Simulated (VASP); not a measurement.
# SrRh (Cmmm) in VASP: single point with PBE

Aim: the single point of SrRh with PBE.

All numbers are computed with VASP 6.6.1; they aren't measurements. Logs are shortened: lines on timing, memory, paths and dates and some standing lists are left out, and cuts for length are marked.

### Step 1. The cell of the first run

Symmetry: Cmmm, No. 65, orthorhombic system. Conventional cell: a = 3.464 Å, b = 4.976 Å, c = 4.788 Å, α = 90.00°, β = 90.00°, γ = 90.00°. Within 3.9 Å of Sr (site symmetry mmm) lie 8 Rh at 2.95 to 3.45 Å and 6 Sr at 3.03 to 3.46 Å. Rh (site symmetry mmm) has 8 Sr at 2.95 to 3.45 Å and 6 Rh at 3.03 to 3.46 Å within 3.9 Å.

### Step 2. Single point, PBE, non-collinear spin, zero start, spin-orbit coupling

Contents of INCAR:

```
  PREC = Accurate
  ENCUT = 520
  EDIFF = 1E-7
  ISMEAR = 1
  SIGMA = 0.1
  LREAL = F
  LASPH = T
  NELM = 150
  ALGO = Fast
  ISIF = 2
  LWAVE = F
  LCHARG = F
  MAGMOM = 0 0 0 0 0 0
  LORBIT = 11
  LSORBIT = T
  GGA_COMPAT = F
  LORBMOM = T
  LMAXMIX = 4
  GGA = PE
  NBANDS = 37
```

Contents of KPOINTS:

```
regular mesh
0
Gamma
  8 8 5
```

Contents of POSCAR:

```
SrRh
1.0
    1.7318695600     -2.4877902000      0.0000000000
    1.7318695600      2.4877902000      0.0000000000
    0.0000000000      0.0000000000      4.7878944600
Sr Rh
1 1
Direct
    0.0000000000      0.0000000000      0.0000000000
    0.5000000000      0.5000000000      0.5000000000
```

Potentials or basis: VASP PAW PBE potentials, release 64 (Sr_sv, Rh_pv).

The run is started by

```console
> cat potpaw_PBE.64/Sr_sv/POTCAR potpaw_PBE.64/Rh_pv/POTCAR > POTCAR
> mpirun -np 1 vasp_ncl > vasp.out
```

OUTCAR:

```text
PREC = Accurate
   ENCUT = 520
   EDIFF = 1E-7
   ISMEAR = 1
   LREAL = F
   LASPH = T
   NELM = 150
   ISIF = 2
   LORBIT = 11
   LSORBIT = T
   GGA = PE

 ion  position               nearest neighbor table
   1  0.000  0.000  0.000-   2 2.95   2 2.95   2 2.95   2 2.95   2 3.45   2 3.45   2 3.45   2 3.45

   2  0.500  0.500  0.500-   1 2.95   1 2.95   1 2.95   1 2.95   1 3.45   1 3.45   1 3.45   1 3.45

  LATTYP: Found a base centered orthorhombic cell.
 ALAT       =     3.4637391200
 B/A-ratio  =     1.4364766594
 C/A-ratio  =     1.3822907252

  Lattice vectors:

 A1 = (   1.7318695600,  -2.4877902000,   0.0000000000)
 A2 = (   1.7318695600,   2.4877902000,   0.0000000000)
 A3 = (   0.0000000000,   0.0000000000,   4.7878944600)

Analysis of symmetry for initial positions (statically):
=====================================================================
 Subroutine PRICEL returns:
 Original cell was already a primitive cell.

 Routine SETGRP: Setting up the symmetry group for a
 base centered orthorhombic supercell.

 Subroutine GETGRP returns: Found  8 space group operations
 (whereof  8 operations were pure point group operations)
 out of a pool of  8 trial point group operations.

The static configuration has the point symmetry D_2h.

Analysis of symmetry for dynamics (positions and initial velocities):
=====================================================================
 Subroutine PRICEL returns:
 Original cell was already a primitive cell.

 Routine SETGRP: Setting up the symmetry group for a
 base centered orthorhombic supercell.

 Subroutine GETGRP returns: Found  8 space group operations
 (whereof  8 operations were pure point group operations)
 out of a pool of  8 trial point group operations.

The dynamic configuration has the point symmetry D_2h.

Analysis of structural, dynamic, and magnetic symmetry:
=====================================================================
 Subroutine PRICEL returns:
 Original cell was already a primitive cell.

 Routine SETGRP: Setting up the symmetry group for a
 base centered orthorhombic supercell.

 Subroutine GETGRP returns: Found  8 space group operations
 (whereof  8 operations were pure point group operations)
 out of a pool of  8 trial point group operations.

The overall configuration has the point symmetry D_2h.

 Subroutine INISYM returns: Found  8 space group operations
 (whereof  8 operations are pure point group operations),
 and found     1 'primitive' translations

----------------------------------------------------------------------------------------

                                     Primitive cell

  volume of cell :      41.2576

  direct lattice vectors                    reciprocal lattice vectors
     1.731869560 -2.487790200  0.000000000     0.288705346 -0.200981578  0.000000000
     1.731869560  2.487790200  0.000000000     0.288705346  0.200981578  0.000000000
     0.000000000  0.000000000  4.787894460     0.000000000  0.000000000  0.208860076

  length of vectors
     3.031249289  3.031249289  4.787894460     0.351773182  0.351773182  0.208860076

  position of ions in fractional coordinates (direct lattice)
     0.000000000  0.000000000  0.000000000
     0.500000000  0.500000000  0.500000000

  ion indices of the primitive-cell ions
   primitive index   ion index
                 1           1
                 2           2

----------------------------------------------------------------------------------------

 KPOINTS: regular mesh

Automatic generation of k-mesh.
 Grid dimensions read from file:
 generate k-points for:    8    8    5

 Generating k-lattice:

[... 92 lines left out ...]
 RMM-DIIS sequential band-by-band and
 Methfessel and Paxton  Order N= 1 SIGMA  =   0.10
  energy-cutoff  :      520.00
  volume of cell :       41.26
 maximum number of plane-waves:      2256
   NGX = 11   NGY = 11   NGZ = 17

 number of electron      24.9999996 magnetization      -0.0000000     -0.0000000     -0.0000000

 number of electron      24.9999996 magnetization       0.0000000      0.0000000     -0.0000000

 number of electron      24.9999996 magnetization      -0.0000000     -0.0000000      0.0000000

 number of electron      24.9999996 magnetization       0.0000000      0.0000000      0.0000000

 Free energy of the ion-electron system (eV)
  ---------------------------------------------------
  ext. energy  EPLUGINS =         0.00000000
  ---------------------------------------------------
  free energy    TOTEN  =        -8.32144949 eV

  energy without entropy =       -8.32018028  energy(sigma->0) =       -8.32102642

 E-fermi :   6.3259     XC(G=0): -11.2697

 val. band max:        6.3216446293   @ k =  -0.3750   0.3750   0.0000
 cond. band min:       6.3295043124   @ k =  -0.3750   0.1250   0.2000
 fundamental gap:      0.0078596831
 Fermi energy:         6.3259407514

 k-point     1 :       0.0000    0.0000    0.0000
  band No.  band energies     occupation
      1     -41.6417      1.00000
      2     -41.6417      1.00000
      3     -37.9032      1.00000
      4     -37.9032      1.00000
      5     -37.8253      1.00000
      6     -37.8253      1.00000
[... 949 lines left out ...]
     36      13.5740      0.00000
     37      14.6933      0.00000

 [... further k-points ...]
[... 5 lines left out ...]
  --------------------------------------------------------------------------------------
  -------------------------------------------------------------------------------------
  Total        3.0225036      2.7831362     -1.0898328      0.0000000      0.0000000      0.0000000
  in kB      117.3745430    108.0790562    -42.3220752      0.0000000      0.0000000      0.0000000
  external PRESSURE =      61.0438413 kB  Pullay stress =       0.0000000 kB

 VOLUME and BASIS-vectors are now :
 -----------------------------------------------------------------------------
  energy-cutoff  :      520.00
  volume of cell :       41.26
      direct lattice vectors                 reciprocal lattice vectors
     1.731869560 -2.487790200  0.000000000     0.288705346 -0.200981578  0.000000000
     1.731869560  2.487790200  0.000000000     0.288705346  0.200981578  0.000000000
     0.000000000  0.000000000  4.787894460     0.000000000  0.000000000  0.208860076

 POSITION                                       TOTAL-FORCE (eV/Angst)
 -----------------------------------------------------------------------------------
      0.00000      0.00000      0.00000         0.000000      0.000000      0.000000
      1.73187      0.00000      2.39395        -0.000000      0.000000      0.000000
 -----------------------------------------------------------------------------------
    total drift:                               -0.000000     -0.000000     -0.000000

  FREE ENERGIE OF THE ION-ELECTRON SYSTEM (eV)
  ---------------------------------------------------
  free  energy   TOTEN  =        -8.3214494873 eV

  energy  without entropy=       -8.3201802763  energy(sigma->0) =       -8.32102642

 orbital moment (x)

 # of ion     p       d       tot
 ----------------------------------------
  1         0.000   0.000   0.000
  2         0.000   0.000   0.000
 ----------------------------------------
            0.000   0.000   0.000

 orbital moment (y)

 # of ion     p       d       tot
 ----------------------------------------
  1         0.000   0.000   0.000
  2         0.000   0.000   0.000
 ----------------------------------------
            0.000   0.000   0.000

 orbital moment (z)

 # of ion     p       d       tot
 ----------------------------------------
  1         0.000   0.000   0.000
  2         0.000  -0.000  -0.000
 ----------------------------------------
            0.000  -0.000  -0.000

 Spin-Orbit-Coupling matrix elements

 Ion:    1  E_soc:     -0.1808738
 l=   1
     0.0000000    -0.0300625    -0.0295928
    -0.0300625     0.0000000    -0.0304257
    -0.0295928    -0.0304257     0.0000000
 l=   2
     0.0000000    -0.0000153     0.0000000    -0.0000424    -0.0000384
    -0.0000153     0.0000000    -0.0000422    -0.0000305    -0.0000350
     0.0000000    -0.0000422     0.0000000    -0.0001121     0.0000000
    -0.0000424    -0.0000305    -0.0001121     0.0000000    -0.0000400
    -0.0000384    -0.0000350     0.0000000    -0.0000400     0.0000000
 l=   3
     0.0000000     0.0000000     0.0000000     0.0000000     0.0000000     0.0000000     0.0000000
     0.0000000     0.0000000     0.0000000     0.0000000     0.0000000     0.0000000     0.0000000
     0.0000000     0.0000000     0.0000000     0.0000000     0.0000000     0.0000000     0.0000000
     0.0000000     0.0000000     0.0000000     0.0000000     0.0000000     0.0000000     0.0000000
     0.0000000     0.0000000     0.0000000     0.0000000     0.0000000     0.0000000     0.0000000
     0.0000000     0.0000000     0.0000000     0.0000000     0.0000000     0.0000000     0.0000000
     0.0000000     0.0000000     0.0000000     0.0000000     0.0000000     0.0000000     0.0000000

 Ion:    2  E_soc:     -0.3155304
 l=   1
     0.0000000    -0.0421114    -0.0422250
    -0.0421114     0.0000000    -0.0418097
    -0.0422250    -0.0418097     0.0000000
 l=   2
     0.0000000    -0.0021114     0.0000000    -0.0022711    -0.0108017
    -0.0021114     0.0000000    -0.0052370    -0.0016525    -0.0019081
     0.0000000    -0.0052370     0.0000000    -0.0056411     0.0000000
    -0.0022711    -0.0016525    -0.0056411     0.0000000    -0.0019961
    -0.0108017    -0.0019081     0.0000000    -0.0019961     0.0000000
 l=   3
     0.0000000     0.0000000     0.0000000     0.0000000     0.0000000     0.0000000     0.0000000
     0.0000000     0.0000000     0.0000000     0.0000000     0.0000000     0.0000000     0.0000000
     0.0000000     0.0000000     0.0000000     0.0000000     0.0000000     0.0000000     0.0000000
     0.0000000     0.0000000     0.0000000     0.0000000     0.0000000     0.0000000     0.0000000
     0.0000000     0.0000000     0.0000000     0.0000000     0.0000000     0.0000000     0.0000000
     0.0000000     0.0000000     0.0000000     0.0000000     0.0000000     0.0000000     0.0000000
     0.0000000     0.0000000     0.0000000     0.0000000     0.0000000     0.0000000     0.0000000

 total charge

# of ion       s       p       d       tot
------------------------------------------
    1        2.065   5.770   0.440   8.275
    2        0.368   6.106   7.253  13.727
--------------------------------------------------
tot          2.434  11.876   7.693  22.002

 magnetization (x)

# of ion       s       p       d       tot
------------------------------------------
    1        0.000   0.000   0.000   0.000
    2        0.000   0.000   0.000   0.000
--------------------------------------------------
tot          0.000   0.000   0.000   0.000

 magnetization (y)

# of ion       s       p       d       tot
------------------------------------------
    1        0.000   0.000   0.000   0.000
    2        0.000   0.000   0.000   0.000
--------------------------------------------------
tot          0.000   0.000   0.000   0.000

 magnetization (z)

# of ion       s       p       d       tot
------------------------------------------
    1        0.000   0.000   0.000   0.000
    2        0.000  -0.000   0.000   0.000
--------------------------------------------------
tot          0.000   0.000   0.000   0.000
```

Wall time 8.4 min (1 thread of AMD EPYC 7R43 (Zen 3), shared host); peak memory 0.29 GiB.

What came out:

```yaml
Free_energy: -8.3214 eV
Pressure: 6.1 GPa
Net_moment: 0.00 μB per cell
Valence_electrons_inside_the_program's_atomic_spheres: Sr 8.28; Rh 13.73
```

Stress tensor (GPa, compression positive):
```
11.74  0.00  0.00
 0.00 10.81  0.00
 0.00  0.00 -4.23
```

Moments on the atoms (μB; x, y, z):
```
Sr  0.00 0.00 0.00
Rh  0.00 0.00 0.00
```

Caveat: the cell stands under pressure.
